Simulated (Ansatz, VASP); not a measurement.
**Ca2Ge2N: VASP beside Ansatz**

INCAR

```
  ALGO = Normal
  EDIFF = 1E-6
  EDIFFG = -0.04
  ENCUT = 600
  GGA = PE
  IBRION = 2
  ISIF = 3
  ISMEAR = 0
  LASPH = T
  LCHARG = F
  LREAL = F
  LWAVE = F
  NELM = 80
  NSW = 90
  PREC = Accurate
  SIGMA = 0.1
```

The input KPOINTS:

```
k-points
0
Gamma
  6 6 4
```

The input POSCAR:

```
Ca2Ge2N
1.0
    4.2919472700      0.0000000000      0.0000000000
   -2.1459736300      3.7169353700      0.0000000000
    0.0000000000      0.0000000000      6.9478650900
Ca Ge N
2 2 1
Direct
    0.0000000000      0.0000000000      0.2452818600
    0.0000000000      0.0000000000      0.7547181400
    0.3333333300      0.6666666700      0.5000000000
    0.6666666700      0.3333333300      0.5000000000
    0.0000000000      0.0000000000      0.5000000000
```

Input for Ansatz:

```yaml
crystal:
  lattice:
    - [4.29194727, 0.0, 0.0]
    - [-2.14597363, 3.71693537, 0.0]
    - [0.0, 0.0, 6.94786509]
  atoms:
    - { symbol: Ca, position: [0.0, 0.0, 0.24528186] }
    - { symbol: Ca, position: [0.0, 0.0, 0.75471814] }
    - { symbol: Ge, position: [0.33333333, 0.66666667, 0.5] }
    - { symbol: Ge, position: [0.66666667, 0.33333333, 0.5] }
    - { symbol: "N", position: [0.0, 0.0, 0.5] }
basis:
  ecutwfc: 420
kpoints:
  mp_grid: { grid: [6, 6, 4] }
hamiltonian:
  xc: pbe
scf:
  occupations: { method: gaussian, width: 0.1 }
  lower_state_search: "off"
output:
  forces: true
  stress: true
  eigenvalues: true
relax:
  adjacent_minimum: "off"
  f_tol: 0.04
  max_steps: 70
  cell: { stress_tol: 0.4 }
```

Alike in both runs: task relaxation of cell and atoms; functional PBE; k mesh 6 × 6 × 4; occupations gaussian, width 0.1 eV; no spin polarisation.

|  | VASP | Ansatz |
| --- | --- | --- |
| version | VASP 6.6.1 | Ansatz 0.2.0 |
| potentials or method | VASP PAW PBE potentials, release 64 (Ca_sv, Ge_d, N), cutoff 600 eV | scalar-relativistic, plane waves, PAW |
| valence electrons in the cell | 53 | 53 |

Ansatz gave:

| Property | Result |
| --- | --- |
| gap on the k mesh at the Fermi level, each at its own relaxed structure (eV) | none |
| relaxed volume (Å³/atom) | 27.84 |
| relaxed cell length with the largest relative difference (Å) | 8.261 |

Which values does VASP return?

gap on the k mesh at the Fermi level, each at its own relaxed structure (eV): none; relaxed volume (Å³/atom): 27.65; relaxed cell length with the largest relative difference (Å): 8.236.

A gap of «none» marks a metal or a gap that the smearing closes.

Noted on VASP's run: the volume moved by over 15 % at a fixed basis, so the end points are rough.
